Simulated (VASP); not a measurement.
Runs of VASP 6.6.1 on CuO. The structure is that of space group F-43m (No. 216), or close to it. The cells are those of the table. 

```csv
task,level,U,cell,cutoff (eV),gap on the mesh (eV),pressure (GPa),relaxed volume (Å³/atom)
relaxation of cell and atoms,r2SCAN+D3(BJ),-,"relaxed from a = 3.291 Å, angles 60.0°, 2 atoms",600,none,-0.1,11.03
single point,r2SCAN+U,Cu d U = 4.5 eV,"a = 3.291 Å, angles 60.0°, 2 atoms",520,none,-15.6,-
relaxation of cell and atoms,r2SCAN,-,"relaxed from a = 3.291 Å, angles 60.0°, 2 atoms",600,none,-0.1,11.16
relaxation of cell and atoms,r2SCAN+U,Cu d U = 5.3 eV,"relaxed from a = 3.291 Å, angles 60.0°, 2 atoms",600,none,0.0,10.87
relaxation of cell and atoms,PBE+U,Cu d U = 4.5 eV,"relaxed from a = 3.291 Å, angles 60.0°, 2 atoms",600,none,0.1,(a)
single point,PBE,-,"a = 3.247 Å, angles 60.0°, 2 atoms",600,none,(b),-
```

Alike in all rows: potentials or basis VASP PAW PBE potentials, release 64 (Cu, O); no spin polarisation; smearing fermi-dirac 0.05 eV.

Problem. Fill in the values left out.

Solution. (a) 11.39; (b) -5.0.

Caveats: an odd number of electrons without spin polarisation forces a metal; a magnetic or distorted state may lie lower; the PAW data sets were made with another functional, which shifts forces and pressure a little (at least some runs); semilocal functionals often make such compounds metallic where correlation or magnetic order opens a gap, which also shifts bond lengths (at least some runs); U without spin polarisation on a metal has little footing (at least some runs); the cell stands under tension (at least some runs).

A gap of «none» marks levels without a gap at the run's occupations.
